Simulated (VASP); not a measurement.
Crystal: KBr.

```
K Br
1.0
     0.00000    3.68830    3.68830
     3.68830    0.00000    3.68830
     3.68830    3.68830    0.00000
K Br
1 1
Direct
  0.00000 0.00000 0.00000
  0.25000 0.25000 0.25000
```

Base run:

| Quantity | Value |
| --- | --- |
| Program | VASP 6.6.1 |
| Functional | PBEsol |
| Potentials or basis | VASP PAW PBE potentials, release 64 (K_sv, Br) |
| Cutoff | 500 eV |
| k mesh | 4 × 4 × 4 |
| Occupations | gaussian, width 0.01 eV |
| Spin | no spin polarisation |

Its results: band gap on the k mesh 4.29 eV, indirect (least direct gap 4.31 eV); pressure -0.2 GPa.

Problem. The run is repeated on the same cell with these changes: k mesh from 4 × 4 × 4 to 4 × 4 × 4, shifted; further incar settings from ALGO = Normal; EDIFF = 1e-06; NBANDS = 15 to ALGO = Normal; EDIFF = 1e-06; NBANDS = 15; ISYM = 0. What comes out?

Solution. Band gap on the k mesh 4.55 eV, indirect (least direct gap 4.56 eV); pressure -0.2 GPa.

Caveats: the PAW data sets were made with another functional, which shifts forces and pressure a little.

A k mesh can miss the band edges.
